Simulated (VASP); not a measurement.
TePb: density of states with LDA

TePb:

```
CELL_PARAMETERS angstrom
0.00000 3.23100 3.23100
3.23100 0.00000 3.23100
3.23100 3.23100 0.00000
ATOMIC_POSITIONS crystal
Pb 0.00000 0.00000 0.00000
Te 0.50000 0.50000 0.50000
```

```
Program                 : VASP 6.6.1
Task                    : density of states
Functional              : LDA
Potentials or basis     : VASP PAW LDA potentials, release 64 (Pb_d, Te)
Cutoff                  : 520 eV
k mesh                  : 7 × 7 × 7
Occupations             : fermi-dirac, width 0.025 eV
Spin                    : collinear spin, ferromagnetic start
Starting moments        : [0.5, 0.0] μB
Dipole correction       : no
k mesh for the DOS      : 11 × 11 × 11
Occupations for the DOS : tetrahedron
Further INCAR settings  : ALGO = Normal; EDIFF = 1e-06; NBANDS = 21
```

```
Net moment                                            : 0.00 μB per cell
Valence electrons inside the program's atomic spheres : Pb 11.88; Te 3.40
```

Levels at points of the mesh, in eV from the Fermi level:
Spin up:
```tsv
k point	band 8	band 9	band 10	band 11	band 12	band 13
(0.00, 0.00, 0.00)	-1.29	-1.29	-1.29	4.04	4.04	4.04
```
Spin down:
| k point | band 8 | band 9 | band 10 | band 11 | band 12 | band 13 |
| --- | --- | --- | --- | --- | --- | --- |
| (0.00, 0.00, 0.00) | -1.29 | -1.29 | -1.29 | 4.04 | 4.04 | 4.04 |

It took 2.1 min on 1 thread of Intel(R) Xeon(R) Platinum 8488C (Sapphire Rapids), with other jobs on the host, peak memory 0.26 GiB.

Caveat: this odd mesh misses L, where the gap lies, so gap, dielectric constants and Born charges aren't listed; spin-orbit coupling is left out, which moves the levels of the heavy elements.
